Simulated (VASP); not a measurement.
Here is a VASP 6.6.1 calculation.

File POSCAR:

```
Ti
1.0
    0.0000000000      1.9285000000      2.0300000000
    1.9285000000      0.0000000000      2.0300000000
    1.9285000000      1.9285000000      0.0000000000
Ti
1
Direct
    0.0000000000      0.0000000000      0.0000000000
```

INCAR.step1

```
SYSTEM = Ti
PREC     = Accurate       ! precision mode
ENCUT    = 520            ! plane-wave cutoff, eV
ISMEAR   = 0              ! smearing method
SIGMA    = 0.15           ! smearing width, eV
LREAL    = .False.        ! projectors in reciprocal space
LASPH    = .True.         ! aspherical terms in the spheres
NELM     = 100            ! most SCF steps
NBANDS   = 12             ! bands
GGA      = PE             ! functional
ALGO     = Normal         ! electronic algorithm
EDIFF    = 1E-4           ! SCF threshold, eV
LWAVE    = .True.         ! write WAVECAR
LCHARG   = .False.        ! write CHGCAR
```

Contents of INCAR.step2:

```
SYSTEM = Ti
PREC     = Accurate       ! precision mode
ENCUT    = 520            ! plane-wave cutoff, eV
EDIFF    = 1E-6           ! SCF threshold, eV
ISMEAR   = 0              ! smearing method
SIGMA    = 0.15           ! smearing width, eV
LREAL    = .False.        ! projectors in reciprocal space
LASPH    = .True.         ! aspherical terms in the spheres
NELM     = 100            ! most SCF steps
ALGO     = Normal         ! electronic algorithm
ISIF     = 2              ! what is computed and relaxed
LWAVE    = .False.        ! write WAVECAR
LCHARG   = .False.        ! write CHGCAR
METAGGA  = R2SCAN         ! meta-GGA
LMIXTAU  = .True.       
NBANDS   = 12             ! bands
ISTART   = 1
```

File KPOINTS:

```
Automatic mesh
0
Gamma
  20 20 20
  0 0 0
```

Potentials or basis: VASP PAW PBE potentials, release 64 (Ti_sv).

The run is started by

```sh
$ cat potpaw_PBE.64/Ti_sv/POTCAR > POTCAR
$ cp INCAR.step1 INCAR
$ mpirun -np 1 vasp_std > vasp.out
$ cp INCAR.step2 INCAR
$ mpirun -np 1 vasp_std > vasp.out
```

(1) Predict the pressure.

(2) What does it give for the band gap on the k mesh?

## Answers

(1) 20.1 GPa.

(2) zero (bands 6 and 7 overlap by 1.58 eV).

Caveat: the cell differs from its parent crystal (strain -0.050 along x and y, +0.000 along z); the cell stands under pressure; the PAW data sets were made with another functional, which shifts forces and pressure a little.
